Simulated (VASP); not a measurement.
A run of VASP 6.6.1:

Contents of INCAR:

```
SYSTEM = Si
PREC = Accurate
ENCUT = 520
EDIFF = 1E-6
ISMEAR = 0
SIGMA = 0.1
LREAL = .False.
LASPH = .True.
NELM = 60
ALGO = Normal
ISIF = 2
LWAVE = .False.
LCHARG = .False.
GGA = PE
NBANDS = 36
```

KPOINTS

```
regular mesh
0
Gamma
  6 2 4
  0 0 0
```

The input POSCAR:

```
Si
1.0
    3.6084174227      0.0000000000      0.0000000000
    0.0000000000      8.6237944934      0.0000000000
    0.0000000000      0.0000000000      6.5860938257
Si
12
Direct
    0.4999914825      0.6551289646      0.1915514361
    0.0000085175      0.8448710354      0.1915514361
    0.5000085175      0.1551289646      0.3084485639
    0.9999914825      0.3448710354      0.3084485639
    0.5000085175      0.3448710354      0.8084485639
    0.9999914825      0.1551289646      0.8084485639
    0.4999914825      0.8448710354      0.6915514361
    0.0000085175      0.6551289646      0.6915514361
    0.0000000000      0.0000000000      0.5000000000
    0.5000000000      0.5000000000      0.5000000000
    0.0000000000      0.5000000000      0.0000000000
    0.5000000000      0.0000000000      0.0000000000
```

Potentials or basis: VASP PAW PBE potentials, release 64 (Si).

Launch:

```console
$ cat potpaw_PBE.64/Si/POTCAR > POTCAR
$ mpirun -np 1 vasp_std > vasp.out
```

Hardware: 1 thread of AMD EPYC 7R43 64-Core Processor (Zen 3) (shared host).

Task: Estimate the wall time of this run.

Result: Wall time 3.2 min on 1 thread of AMD EPYC 7R43 64-Core Processor (Zen 3) (shared host), peak memory 0.28 GiB. Counts: scf iterations 11, k points 24.
